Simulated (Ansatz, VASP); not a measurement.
Given: the input of a run of VASP 6.6.1 on MnO.

The input POSCAR:

```
MnO
1.0
    0.0000000000      2.2239077028      2.2239077028
    2.2239077028      0.0000000000      2.2239077028
    2.2239077028      2.2239077028      0.0000000000
Mn O
1 1
Direct
    0.0000000000      0.0000000000      0.0000000000
    0.5000000000      0.5000000000      0.5000000000
```

File INCAR.step1:

```
SYSTEM = MnO
  ALGO = Normal
  EDIFF = 1E-5
  ENCUT = 520
  GGA = PE
  ISIF = 2
  ISMEAR = -1
  ISPIN = 2
  LASPH = .True.
  LCHARG = .False.
  LMAXMIX = 4
  LORBIT = 11
  LREAL = .False.
  LWAVE = .True.
  MAGMOM = 4 0
  NBANDS = 20
  NELM = 150
  PREC = Accurate
  SIGMA = 0.05
```

File INCAR.step2:

```
SYSTEM = MnO
  AEXX = 0.2
  AGGAC = 0.81
  AGGAX = 0.72
  ALDAC = 0.19
  ALGO = Normal
  EDIFF = 1E-6
  ENCUT = 520
  GGA = B5
  ISIF = 2
  ISMEAR = -1
  ISPIN = 2
  ISTART = 1
  LASPH = .True.
  LCHARG = .False.
  LHFCALC = .True.
  LMAXMIX = 4
  LORBIT = 11
  LREAL = .False.
  LWAVE = .False.
  MAGMOM = 4 0
  NBANDS = 20
  NELM = 150
  PREC = Accurate
  PRECFOCK = Normal
  SIGMA = 0.05
```

File KPOINTS:

```
k-points
0
Gamma
  5 5 5
  0 0 0
```

Potentials or basis: VASP PAW PBE potentials, release 64 (Mn_pv, O).

The run is started by

```bash
$ cat potpaw_PBE.64/Mn_pv/POTCAR potpaw_PBE.64/O/POTCAR > POTCAR
$ cp INCAR.step1 INCAR
$ mpirun -np 1 vasp_std > vasp.out
$ cp INCAR.step2 INCAR
$ mpirun -np 1 vasp_std > vasp.out
```

Translate it to Ansatz 0.2.0. Potentials there: Ansatz PAW.

As run (the cutoff follows the program's own potentials):

File input.yaml:

```yaml
crystal:
  lattice:
    - [0.0, 2.2239077028, 2.2239077028]
    - [2.2239077028, 0.0, 2.2239077028]
    - [2.2239077028, 2.2239077028, 0.0]
  atoms:
    - { symbol: Mn, position: [0.0, 0.0, 0.0], spin: 4.0 }
    - { symbol: O, position: [0.5, 0.5, 0.5] }
hamiltonian:
  xc: b3lyp5
  pseudopotentials: { kind: paw }
magnetization:
  spin_polarized: true
kpoints:
  mp_grid: { grid: [5, 5, 5] }
scf:
  occupations: { method: fermi_dirac, width: 0.05 }
output:
  forces: true
  stress: true
  eigenvalues: true
```

Potentials or basis: Ansatz PAW.

Command:

```sh
$ ansatz run input.yaml --threads 2 --pin off --max-ram 5632MiB --backend cpu --events-out ev --progress --plain --runs-dir out
```

Both were run:

|  | VASP | Ansatz | Ansatz less VASP |
| --- | --- | --- | --- |
| gap on the k mesh at the Fermi level (eV) | 2.10 | 2.04 | -0.059 |
| least direct gap on the mesh (eV) | 4.40 | 4.39 | -0.009 |
| pressure (GPa) | 5.9 | 5.6 | -0.33 |
| net moment per atom (μB) | 2.50 | 2.50 | +0.001 |
| size of the moment on the site where the two differ most (μB) | 4.55 | 4.29 | -0.269 |

VASP's potentials were made for PBE, not for B3LYP5. Site moments also hang on the region over which each program counts them. VASP's potentials hold 19 valence electrons a cell and Ansatz's 21, so a difference there can come from the potentials and not from the codes.

The k mesh is coarse, so the values compare programs but aren't converged. Noted on Ansatz's run: the magnetic or orbital state may not be the lowest; odd divisions of the mesh miss points on the zone boundary, where band edges often lie, so the gap on the mesh can be too wide.
